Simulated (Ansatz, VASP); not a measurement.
**One calculation of HfC, two programs**

```
Hf C
1.0
     0.00000    2.32500    2.34825
     2.32500    0.00000    2.34825
     2.32500    2.32500    0.00000
Hf C
1 1
Cartesian
  2.3250 2.3250 2.3483
  0.0000 0.0000 0.0000
```

Change from the starting cell: zz strain of +1 %, crystal datasets.

Alike in both runs: task electric field gradients; functional LDA; k mesh 12 × 12 × 12; occupations fermi-dirac, width 0.05 eV; no spin polarisation.

```csv
,VASP,Ansatz
version,VASP 6.6.1,Ansatz 0.2.0
potentials or method,"VASP PAW LDA potentials, release 64 (Hf_pv, C), cutoff 520 eV","all-electron PAW with datasets made for the crystal, scalar-relativistic"
```

VASP gave:

* pressure (GPa): -13.6
* traceless stress, the component that is largest in VASP (GPa): -2.39
* size of Vzz on the site where it differs most (V/Å²): 32.6

Problem. Which values does Ansatz return?

Solution. Pressure (GPa): -13.8; traceless stress, the component that is largest in VASP (GPa): -2.34; size of Vzz on the site where it differs most (V/Å²): 38.2.

LDA's correlation is that of Perdew and Zunger in VASP and of Perdew and Wang (1992) in Ansatz. Ansatz ran all-electron here, and VASP with PAW potentials.

Spin-orbit coupling is off throughout.
